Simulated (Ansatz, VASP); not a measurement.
**One calculation of V, two programs**

The input INCAR:

```
SYSTEM = V
PREC = Accurate
ENCUT = 500
EDIFF = 1E-7
ISMEAR = -1
SIGMA = 0.1
LREAL = .False.
LASPH = .True.
NELM = 120
ALGO = Normal
ISIF = 3
LWAVE = .False.
LCHARG = .False.
IBRION = 2
NSW = 80
EDIFFG = -0.01
GGA_COMPAT = .False.
NELMIN = 4
```

Contents of KPOINTS:

```
Automatic mesh
0
Gamma
  15 15 15
  0 0 0
```

File POSCAR:

```
V
1.0
   -1.5120000000      1.5120000000      1.5120000000
    1.5120000000     -1.5120000000      1.5120000000
    1.5120000000      1.5120000000     -1.5120000000
V
1
Direct
    0.0000000000      0.0000000000      0.0000000000
```

Input for Ansatz:

```yaml
crystal:
  lattice:
    - [-1.512, 1.512, 1.512]
    - [1.512, -1.512, 1.512]
    - [1.512, 1.512, -1.512]
  atoms:
    - { symbol: V, position: [0.0, 0.0, 0.0] }
hamiltonian:
  xc: lda
  pseudopotentials: { kind: paw, azcp: { folder: soft_1 } }
basis:
  ecutwfc: 420
  fft_grid_basis: typed
kpoints:
  mp_grid: { grid: [15, 15, 15], shift: [0, 0, 0] }
magnetization:
  spin_polarized: false
scf:
  occupations: { method: fermi_dirac, width: 0.1 }
relax:
  max_steps: 60
  f_tol: 0.01
  cell: {}
```

Alike in both runs: task relaxation of cell and atoms; functional LDA; k mesh 15 × 15 × 15; occupations fermi-dirac, width 0.1 eV; no spin polarisation.

|  | VASP | Ansatz |
| --- | --- | --- |
| version | VASP 6.6.1 | Ansatz 0.2.0 |
| potentials or method | VASP PAW LDA potentials, release 64 (V_sv), cutoff 500 eV | plane waves (420 eV) with PAW (set soft_1), scalar-relativistic |
| valence electrons in the cell | 13 | 13 |

```csv
,VASP,Ansatz,Ansatz less VASP
relaxed volume (Å³/atom),12.58,12.55,-0.035
relaxed cell length with the largest relative difference (Å),2.538,2.535,-0.0024
```

Ansatz warns that its potentials were made for another functional, while VASP's fit it. LDA's correlation is that of Perdew and Zunger in VASP and of Perdew and Wang (1992) in Ansatz.
